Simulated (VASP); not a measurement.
Here is a VASP 6.6.1 calculation.

INCAR

```
SYSTEM = BiTe
  PREC = Accurate
  ENCUT = 520
  EDIFF = 1E-8
  ISMEAR = -1
  SIGMA = 0.05
  LREAL = .FALSE.
  LASPH = .TRUE.
  NELM = 80
  ALGO = Normal
  ISIF = 2
  LWAVE = .FALSE.
  LCHARG = .FALSE.
  GGA = CA
  LEFG = .TRUE.
  NBANDS = 18
```

File KPOINTS:

```
regular mesh
0
G
  10 10 10
  0 0 0
```

File POSCAR:

```
BiTe
1.0
    0.0000000000      3.2533160000      3.2533160000
    3.2533160000      0.0000000000      3.2533160000
    3.2533160000      3.2533160000      0.0000000000
Bi Te
1 1
Direct
    0.0000000000      0.0000000000      0.0000000000
    0.5000000000      0.5000000000      0.5000000000
```

Potentials or basis: VASP PAW LDA potentials, release 64 (Bi_d, Te).

Command:

```bash
$ cat potpaw_LDA.64/Bi_d/POTCAR potpaw_LDA.64/Te/POTCAR > POTCAR
$ mpirun -np 1 vasp_std > vasp.out
```

Question: Estimate the pressure.

Answer: -3.5 GPa.

Caveat: without QUAD_EFG the Cq values of the log hold for a quadrupole moment of 1 mb, not for the nuclei.
